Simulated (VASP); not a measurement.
Write the native input for VASP 6.6.1 that does the following.

- Task: single point
- Functional: PBEsol
- Potentials or basis: VASP PAW PBE potentials, release 64 (Ca_sv, O)
- Cutoff: 520 eV
- k mesh: 8 × 8 × 8
- Occupations: fermi-dirac, width 0.02 eV
- Spin: no spin polarisation
- Dipole correction: no
- Further INCAR settings: ALGO = Normal; EDIFF = 1e-06; NBANDS = 15

The structure of CaO (Lime) lies in POSCAR:

```
CaO
1.0
    0.0000000000      2.3835681096      2.3835681096
    2.3835681096      0.0000000000      2.3835681096
    2.3835681096      2.3835681096      0.0000000000
Ca O
1 1
Direct
    0.0000000000      0.0000000000      0.0000000000
    0.5000000000      0.5000000000      0.5000000000
```

These files were run (other wordings do the same):

INCAR

```
  PREC = Accurate
  ENCUT = 520
  EDIFF = 1E-6
  ISMEAR = -1
  SIGMA = 0.02
  LREAL = False
  LASPH = True
  NELM = 60
  ALGO = Normal
  ISIF = 2
  LWAVE = False
  LCHARG = False
  GGA = PS
  NBANDS = 15
```

KPOINTS

```
Automatic mesh
0
Gamma
  8 8 8
```

Potentials or basis: VASP PAW PBE potentials, release 64 (Ca_sv, O).

Run with:

```console
$ cat potpaw_PBE.64/Ca_sv/POTCAR potpaw_PBE.64/O/POTCAR > POTCAR
$ mpirun -np 1 vasp_std > vasp.out
```

It gave:

- Pressure: 0.6 GPa
- Band gap on the k mesh: 3.52 eV, indirect (least direct gap 3.89 eV)

Caveat: the PAW data sets were made with another functional, which shifts forces and pressure a little.

Run time: 15 s on 1 thread of AMD EPYC 9R45 (Zen 5), on a shared host, peak memory 0.13 GiB.
